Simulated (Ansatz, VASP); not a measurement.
## CuAu in VASP and in Ansatz

The input INCAR:

```
SYSTEM = CuAu
ALGO     = Fast           ! electronic algorithm
EDIFF    = 1E-6           ! SCF threshold, eV
EDIFFG   = -0.01          ! ionic threshold
ENCUT    = 600            ! plane-wave cutoff, eV
GGA      = PE             ! functional
IBRION   = 2              ! ionic algorithm
ISIF     = 3              ! what is computed and relaxed
ISMEAR   = 0              ! smearing method
LASPH    = .True.         ! aspherical terms in the spheres
LCHARG   = .False.        ! write CHGCAR
LREAL    = .False.        ! projectors in reciprocal space
LWAVE    = .False.        ! write WAVECAR
NELM     = 80             ! most SCF steps
NSW      = 100            ! ionic steps
PREC     = Accurate       ! precision mode
SIGMA    = 0.1            ! smearing width, eV
```

The input KPOINTS:

```
k-points
0
Gamma
  8 8 8
  0 0 0
```

File POSCAR:

```
CuAu
1.0
    4.9802420642      0.0000000000      0.0000000000
    0.0000000000      4.9802420642      0.0000000000
    0.0000000000      0.0000000000      4.9802420642
Cu Au
4 4
Direct
    0.1540251842      0.1540251842      0.1540251842
    0.3459748158      0.8459748158      0.6540251842
    0.6540251842      0.3459748158      0.8459748158
    0.8459748158      0.6540251842      0.3459748158
    0.8452363277      0.8452363277      0.8452363277
    0.6547636723      0.1547636723      0.3452363277
    0.3452363277      0.6547636723      0.1547636723
    0.1547636723      0.3452363277      0.6547636723
```

Input for Ansatz:

```yaml
crystal:
  lattice:
    - [4.9802420642, 0.0, 0.0]
    - [0.0, 4.9802420642, 0.0]
    - [0.0, 0.0, 4.9802420642]
  atoms:
    - { symbol: Cu, position: [0.1540251842, 0.1540251842, 0.1540251842] }
    - { symbol: Cu, position: [0.3459748158, 0.8459748158, 0.6540251842] }
    - { symbol: Cu, position: [0.6540251842, 0.3459748158, 0.8459748158] }
    - { symbol: Cu, position: [0.8459748158, 0.6540251842, 0.3459748158] }
    - { symbol: Au, position: [0.8452363277, 0.8452363277, 0.8452363277] }
    - { symbol: Au, position: [0.6547636723, 0.1547636723, 0.3452363277] }
    - { symbol: Au, position: [0.3452363277, 0.6547636723, 0.1547636723] }
    - { symbol: Au, position: [0.1547636723, 0.3452363277, 0.6547636723] }
basis:
  ecutwfc: 420
kpoints:
  mp_grid: { grid: [8, 8, 8] }
hamiltonian:
  xc: pbe
scf:
  occupations: { method: gaussian, width: 0.1 }
output:
  forces: true
  stress: true
  eigenvalues: true
relax:
  adjacent_minimum: "off"
  f_tol: 0.01
  max_steps: 80
  cell: { stress_tol: 0.05 }
```

Alike in both runs: task relaxation of cell and atoms; functional PBE; k mesh 8 × 8 × 8; occupations gaussian, width 0.1 eV; no spin polarisation.

|  | VASP | Ansatz |
| --- | --- | --- |
| version | VASP 6.6.1 | Ansatz 0.2.0 |
| potentials or method | VASP PAW PBE potentials, release 64 (Cu, Au), cutoff 600 eV | scalar-relativistic, plane waves, PAW |
| valence electrons in the cell | 88 | 152 |

|  | VASP | Ansatz | Ansatz less VASP |
| --- | --- | --- | --- |
| gap on the k mesh at the Fermi level, each at its own relaxed structure (eV) | none | none | - |
| relaxed volume (Å³/atom) | 15.42 | 15.41 | -0.003 |
| relaxed cell length with the largest relative difference (Å) | 4.978 | 4.977 | -0.0003 |

A gap of «none» marks a metal or a gap that the smearing closes. VASP's potentials hold 88 valence electrons a cell and Ansatz's 152, so a difference there can come from the potentials and not from the codes.

Neither program's run includes spin-orbit coupling.
